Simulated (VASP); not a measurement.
Here is a VASP 6.6.1 calculation.

Contents of INCAR:

```
ALGO = Normal ; EDIFF = 1E-6
EDIFFG = -0.005 ; ENCUT = 600
GGA = PS ; IBRION = 2
ISIF = 3 ; ISMEAR = 1
LASPH = True ; LCHARG = False
LREAL = False ; LWAVE = False
NELM = 60 ; NSW = 80
PREC = Accurate ; PSTRESS = -20.0
SIGMA = 0.1
```

Contents of KPOINTS:

```
k-points
0
Gamma
  10 10 10
```

File POSCAR:

```
HfN
1.0
    3.1904660000      0.0000000000      0.0000000000
    1.5952330000      2.7630246059      0.0000000000
    1.5952330000      0.9210082020      2.6050045806
Hf N
1 1
Direct
    0.0000000000      0.0000000000      0.0000000000
    0.5000000000      0.5000000000      0.5000000000
```

Potentials or basis: VASP PAW PBE potentials, release 64 (Hf_pv, N).

Command:

```sh
$ cat potpaw_PBE.64/Hf_pv/POTCAR potpaw_PBE.64/N/POTCAR > POTCAR
$ mpirun -np 1 vasp_std > vasp.out
```

(1) Estimate the relaxed volume.

(2) What does it give for the relaxed cell?

(3) Estimate the space group after relaxing (to 0.05 Å).

Answers

(1) 11.39 Å³/atom.

(2) a = 3.182 Å, b = 3.182 Å, c = 3.182 Å, α = 60.00°, β = 60.00°, γ = 60.00°.

(3) Fm-3m (No. 225).

Caveat: the cell is relaxed towards a set pressure, so the enthalpy falls and the energy may rise; the PAW data sets were made with another functional, which shifts forces and pressure a little.
